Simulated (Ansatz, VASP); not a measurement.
# Rb2Hg: VASP beside Ansatz

Contents of INCAR:

```
SYSTEM = Rb2Hg
  PREC = Accurate
  ENCUT = 600
  EDIFF = 1E-6
  ISMEAR = 0
  SIGMA = 0.1
  LREAL = .False.
  LASPH = .True.
  NELM = 100
  ALGO = Normal
  ISIF = 3
  LWAVE = .False.
  LCHARG = .False.
  GGA = PE
  IBRION = 2
  NSW = 100
  EDIFFG = -0.01
```

File KPOINTS:

```
Automatic mesh
0
Gamma
  10 10 10
  0 0 0
```

The input POSCAR:

```
Rb2Hg
1.0
    0.0000000000      4.4023774160      4.4023774160
    4.4023774160      0.0000000000      4.4023774160
    4.4023774160      4.4023774160      0.0000000000
Rb Hg
2 1
Direct
    0.2500000000      0.2500000000      0.2500000000
    0.7500000000      0.7500000000      0.7500000000
    0.5000000000      0.5000000000      0.5000000000
```

Input for Ansatz:

```yaml
crystal:
  lattice:
    - [0.0, 4.402377416, 4.402377416]
    - [4.402377416, 0.0, 4.402377416]
    - [4.402377416, 4.402377416, 0.0]
  atoms:
    - { symbol: Rb, position: [0.25, 0.25, 0.25] }
    - { symbol: Rb, position: [0.75, 0.75, 0.75] }
    - { symbol: Hg, position: [0.5, 0.5, 0.5] }
basis:
  ecutwfc: 420
kpoints:
  mp_grid: { grid: [10, 10, 10] }
hamiltonian:
  xc: pbe
scf:
  occupations: { method: gaussian, width: 0.1 }
output:
  forces: true
  stress: true
  eigenvalues: true
  write_density: true
  write_potential: true
  elf: true
  volumetric_format: npy
relax:
  adjacent_minimum: "off"
  f_tol: 0.01
  max_steps: 80
  cell: { stress_tol: 0.05 }
```

Alike in both runs: task relaxation of cell and atoms; functional PBE; k mesh 10 × 10 × 10; occupations gaussian, width 0.1 eV; no spin polarisation.

|  | VASP | Ansatz |
| --- | --- | --- |
| version | VASP 6.6.1 | Ansatz 0.2.0 |
| potentials or method | VASP PAW PBE potentials, release 64 (Rb_sv, Hg), cutoff 600 eV | scalar-relativistic, plane waves, PAW |
| valence electrons in the cell | 30 | 38 |

```tsv
	VASP	Ansatz	Ansatz less VASP
gap on the k mesh at the Fermi level, each at its own relaxed structure (eV)	none	none	-
relaxed volume (Å³/atom)	59.79	59.68	-0.116
relaxed cell length with the largest relative difference (Å)	6.330	6.326	-0.0041
```

A gap of «none» marks a metal or a gap that the smearing closes. VASP's potentials hold 30 valence electrons a cell and Ansatz's 38, so a difference there can come from the potentials and not from the codes.

Spin-orbit coupling is off throughout.
